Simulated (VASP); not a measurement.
NaH: single point with HSE06

NaH:

```
Na H
1.0
     0.00000    2.46944    2.36155
     2.46944    0.00000    2.36155
     2.46944    2.46944    0.00000
Na H
1 1
Direct
  0.00000 0.00000 0.00000
  0.50000 0.50000 0.50000
```

This cell differs from its parent crystal: epitaxial xy strain +3.0%.

```
Program                            : VASP 6.6.1
Task                               : single point
Functional                         : HSE06
Potentials or basis                : VASP PAW PBE potentials, release 64 (Na_pv, H)
Cutoff                             : 520 eV
k mesh                             : 6 × 6 × 6
Occupations                        : gaussian, width 0.01 eV
Spin                               : no spin polarisation
Dipole correction                  : no
Grid for exact exchange (PRECFOCK) : Normal
Further INCAR settings             : ALGO = Normal; EDIFF = 1e-07; NBANDS = 11
Share of exact exchange            : 0.25
Screening parameter                : 0.2079 1/Å
```

```
Pressure               : -0.8 GPa
Band gap on the k mesh : 4.73 eV (least direct gap 5.70 eV)
```

Stress tensor (GPa, compression positive):
```
-1.21  0.00  0.00
 0.00 -1.21  0.00
 0.00  0.00  0.15
```

Levels at points of the mesh, in eV from the valence-band top:
| k point | band 1 | band 2 | band 3 | band 4 | band 5 | band 6 | band 7 | band 8 |
| --- | --- | --- | --- | --- | --- | --- | --- | --- |
| (0.00, 0.00, 0.00) | -24.48 | -24.48 | -24.46 | -3.92 | 11.71 | 16.74 | 16.74 | 16.94 |
| (0.50, 0.00, 0.00) | -24.55 | -24.49 | -24.47 | -0.97 | 4.73 | 11.94 | 14.28 | 14.93 |
| (0.50, 0.50, 0.00) | -24.53 | -24.51 | -24.51 | -0.06 | 5.95 | 10.83 | 11.43 | 11.43 |
| (0.50, 0.00, 0.50) | -24.55 | -24.50 | -24.49 | -0.29 | 5.41 | 11.29 | 11.98 | 12.04 |

Wall time 14 min on 1 thread of Intel(R) Xeon(R) Platinum 8488C (Sapphire Rapids), with other jobs on the host, peak memory 0.26 GiB.

Caveat: the cell differs from its parent crystal (epitaxial xy strain +3.0%); the structure was generated, so it needn't be the stable form of NaH; the PAW data sets were made with another functional, which shifts forces and pressure a little. A k mesh can miss the band edges.
